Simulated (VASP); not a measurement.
A run of VASP 6.6.1 is set up as follows.

INCAR

```
SYSTEM = Ir
PREC = Accurate
ENCUT = 520
EDIFF = 1E-7
ISMEAR = 0
SIGMA = 0.15
LREAL = .False.
LASPH = .True.
NELM = 150
ALGO = Fast
ISIF = 2
LWAVE = .False.
LCHARG = .True.
ISPIN = 2
MAGMOM = 0.8 0.8
LORBIT = 11
NUPDOWN = 1.6
LMAXMIX = 4
LELF = .True.
LVHAR = .True.
NBANDS = 20
```

Contents of KPOINTS:

```
regular mesh
0
Gamma
  21 21 12
  0 0 0
```

File POSCAR:

```
Ir
1.0
    2.7583201541      0.0000000000      0.0000000000
   -1.3791600771      2.3887753253      0.0000000000
    0.0000000000      0.0000000000      4.4722974870
Ir
2
Direct
    0.6666666667      0.3333333333      0.7500000000
    0.3333333333      0.6666666667      0.2500000000
```

Potentials or basis: VASP PAW LDA potentials, release 64 (Ir).

The run is started by

```sh
$ cat potpaw_LDA.64/Ir/POTCAR > POTCAR
$ mpirun -np 1 vasp_std > vasp.out
```

(1) Estimate the pressure.

## Answers

(1) -13.2 GPa.

Caveat: the cell stands under tension; the total moment is fixed, so each spin has its own Fermi level.
